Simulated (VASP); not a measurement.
Set up this calculation in VASP 6.6.1, as the native input.

* Task: single point
* Functional: PBE
* Dispersion: D3(BJ)
* Potentials or basis: VASP PAW PBE potentials, release 64 (H)
* Cutoff: 520 eV
* k mesh: 1 × 1 × 1
* Occupations: gaussian, width 0.01 eV
* Spin: no spin polarisation
* Dipole correction: no
* Further INCAR settings: ALGO = Normal; EDIFF = 1e-06; NBANDS = 8

The structure of H2 lies in POSCAR:

```
H
1.0
    9.0000000000      0.0000000000      0.0000000000
    0.0000000000      9.8000000000      0.0000000000
    0.0000000000      0.0000000000      9.8000000000
H
2
Direct
    0.5000000000      0.4686743082      0.4779941575
    0.5000000000      0.5313256918      0.5220058425
```

The input as run:

INCAR

```
SYSTEM = H
PREC     = Accurate       ! precision mode
ENCUT    = 520            ! plane-wave cutoff, eV
EDIFF    = 1E-6           ! SCF threshold, eV
ISMEAR   = 0              ! smearing method
SIGMA    = 0.01           ! smearing width, eV
LREAL    = .FALSE.        ! projectors in reciprocal space
LASPH    = .TRUE.         ! aspherical terms in the spheres
NELM     = 100            ! most SCF steps
ALGO     = Normal         ! electronic algorithm
ISIF     = 2              ! what is computed and relaxed
LWAVE    = .FALSE.        ! write WAVECAR
LCHARG   = .FALSE.        ! write CHGCAR
GGA      = PE             ! functional
IVDW     = 12             ! dispersion correction
NBANDS   = 8              ! bands
```

KPOINTS

```
Automatic mesh
0
G
  1 1 1
  0 0 0
```

Potentials or basis: VASP PAW PBE potentials, release 64 (H).

The run is started by

```sh
$ cat potpaw_PBE.64/H/POTCAR > POTCAR
$ mpirun -np 1 vasp_gam > vasp.out
```

Results of the run:

```
Largest force                   : 0.013 eV/Å
Gap between the frontier levels : 10.11 eV
Dispersion energy per atom      : -0.001 eV
```

It took 20 s on 1 thread of Intel(R) Xeon(R) 6975P-C (Granite Rapids), with other jobs on the host, peak memory 0.76 GiB.
